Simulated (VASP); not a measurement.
The system is Ge.

```xyz
4
Lattice="3.9976 0.0000 0.0000 -1.9988 3.4620 0.0000 0.0000 0.0000 6.5994" Properties=species:S:1:pos:R:3 pbc="T T T"
Ge    1.9988    1.1540    0.4151
Ge    0.0000    2.3080    3.7148
Ge    1.9988    1.1540    2.8846
Ge    0.0000    2.3080    6.1843
```

```yaml
Program: VASP 6.6.1
Task: relaxation of cell and atoms
Functional: PBE
Potentials_or_basis: VASP PAW PBE potentials, release 64 (Ge_d)
Cutoff: 600 eV
k_mesh: 12 × 12 × 6
Occupations: gaussian, width 0.01 eV
Spin: no spin polarisation
```

At the start: pressure 2.8 GPa; volume 22.83 Å³/atom.

How do energy, volume and symmetry change on relaxing?

Over 6 steps the energy falls by 8.8 meV/atom and the volume is 23.83 Å³/atom (+4.4 %); space group P6_3/mmc (No. 194, to 0.05 Å).

The path:
```
step  energy change (eV)  largest force (eV/Å)  pressure (GPa)  volume (Å³)
   1              0.0000                0.0087            2.84        91.33
   2             -0.0320                0.0224           -0.84        96.78
   3             -0.0354                0.0143           -0.10        95.44
   4             -0.0353                0.0137            0.19        95.29
   5             -0.0353                0.0038            0.04        95.32
   6             -0.0354                0.0001            0.01        95.33
```

Final structure:
```
Ge
1.0
     4.05602    0.00000    0.00000
    -2.02801    3.51262    0.00000
     0.00000    0.00000    6.69102
Ge
4
Direct
  0.66667 0.33333 0.06281
  0.33333 0.66667 0.56281
  0.66667 0.33333 0.43719
  0.33333 0.66667 0.93719
```
